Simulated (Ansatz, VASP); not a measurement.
# One calculation of ZnSe, two programs

INCAR

```
SYSTEM = ZnSe
ALGO = Normal ; EDIFF = 1E-6
ENCUT = 520 ; GGA = PE
ISIF = 2 ; ISMEAR = 0
LASPH = .True. ; LCHARG = .False.
LREAL = .False. ; LWAVE = .False.
NBANDS = 16 ; NELM = 100
PREC = Accurate ; SIGMA = 0.05
```

Contents of KPOINTS:

```
k-points
0
Gamma
  10 10 10
  0 0 0
```

File POSCAR:

```
ZnSe
1.0
    0.0000000000      2.6667078986      3.2000494784
    2.6667078986      0.0000000000      3.2000494784
    2.6667078986      2.6667078986      0.0000000000
Zn Se
1 1
Direct
    0.0000000000      0.0000000000      0.0000000000
    0.7500000000      0.7500000000      0.7500000000
```

Input for Ansatz:

```yaml
crystal:
  lattice:
    - [0.0, 2.6667078986, 3.2000494784]
    - [2.6667078986, 0.0, 3.2000494784]
    - [2.6667078986, 2.6667078986, 0.0]
  atoms:
    - { symbol: Zn, position: [0.0, 0.0, 0.0] }
    - { symbol: Se, position: [0.75, 0.75, 0.75] }
basis:
  ecutwfc: 420
kpoints:
  mp_grid: { grid: [10, 10, 10] }
hamiltonian:
  xc: pbe
scf:
  occupations: { method: gaussian, width: 0.05 }
output:
  forces: true
  stress: true
  eigenvalues: true
```

Alike in both runs: task single point; functional PBE; k mesh 10 × 10 × 10; occupations gaussian, width 0.05 eV; no spin polarisation.

```csv
,VASP,Ansatz
version,VASP 6.6.1,Ansatz 0.2.0
potentials or method,"VASP PAW PBE potentials, release 64 (Zn, Se), cutoff 520 eV","scalar-relativistic, plane waves, PAW"
valence electrons in the cell,18,28
```

Ansatz gave:

```
gap on the k mesh at the Fermi level (eV)                     : 0.80
least direct gap on the mesh (eV)                             : 0.80
pressure (GPa)                                                : 1.6
traceless stress, the component that is largest in VASP (GPa) : -5.72
```

Q: Estimate VASP's values.

A: gap on the k mesh at the Fermi level (eV): 0.80; least direct gap on the mesh (eV): 0.80; pressure (GPa): 1.7; traceless stress, the component that is largest in VASP (GPa): -5.69.

The functional is the same, so the differences come from potentials, cutoffs and numerics. VASP's potentials hold 18 valence electrons a cell and Ansatz's 28, so a difference there can come from the potentials and not from the codes.
